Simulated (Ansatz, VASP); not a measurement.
Two plane-wave programs on KI

The input POSCAR:

```
KI
1.0
    0.0000000000      3.7007775000      3.5245500000
    3.7007775000      0.0000000000      3.5245500000
    3.7007775000      3.7007775000      0.0000000000
K I
1 1
Direct
    0.0000000000      0.0000000000      0.0000000000
    0.5000000000      0.5000000000      0.5000000000
```

Contents of INCAR.step1:

```
  PREC = Accurate
  ENCUT = 520
  ISMEAR = 0
  SIGMA = 0.05
  LREAL = False
  LASPH = True
  NELM = 80
  NBANDS = 15
  GGA = PE
  ALGO = Normal
  EDIFF = 1E-4
  LWAVE = True
  LCHARG = False
```

Contents of INCAR.step2:

```
  PREC = Accurate
  ENCUT = 520
  EDIFF = 1E-7
  ISMEAR = 0
  SIGMA = 0.05
  LREAL = False
  LASPH = True
  NELM = 80
  ALGO = Normal
  ISIF = 2
  LWAVE = False
  LCHARG = False
  METAGGA = R2SCAN
  LMIXTAU = True
  NBANDS = 15
  ISTART = 1
```

Contents of KPOINTS:

```
regular mesh
0
Gamma
  6 6 6
```

Input for Ansatz:

```yaml
crystal:
  lattice:
    - [0.0, 3.7007775, 3.52455]
    - [3.7007775, 0.0, 3.52455]
    - [3.7007775, 3.7007775, 0.0]
  atoms:
    - { symbol: K, position: [0.0, 0.0, 0.0] }
    - { symbol: I, position: [0.5, 0.5, 0.5] }
basis:
  ecutwfc: 500
kpoints:
  mp_grid: { grid: [6, 6, 6] }
hamiltonian:
  xc: r2scan
scf:
  occupations: { method: gaussian, width: 0.05 }
output:
  forces: true
  stress: true
  eigenvalues: true
```

Change from the starting cell: strain +0.050 along x and y, +0.000 along z, atoms carried along.

Alike in both runs: task single point; functional r2SCAN; k mesh 6 × 6 × 6; occupations gaussian, width 0.05 eV; no spin polarisation.

|  | VASP | Ansatz |
| --- | --- | --- |
| version | VASP 6.6.1 | Ansatz 0.2.0 |
| potentials or method | VASP PAW PBE potentials, release 64 (K_sv, I), cutoff 520 eV | scalar-relativistic, plane waves, PAW |
| valence electrons in the cell | 16 | 26 |

VASP gave:

```
gap on the k mesh at the Fermi level (eV)                     : 4.39
least direct gap on the mesh (eV)                             : 4.39
pressure (GPa)                                                : -0.7
traceless stress, the component that is largest in VASP (GPa) : 0.64
```

Estimate Ansatz's values.

gap on the k mesh at the Fermi level (eV): 4.39; least direct gap on the mesh (eV): 4.39; pressure (GPa): -0.7; traceless stress, the component that is largest in VASP (GPa): 0.63.

VASP's potentials were made for PBE, not for r2SCAN. VASP's potentials hold 16 valence electrons a cell and Ansatz's 26, so a difference there can come from the potentials and not from the codes.

Neither program's run includes spin-orbit coupling.
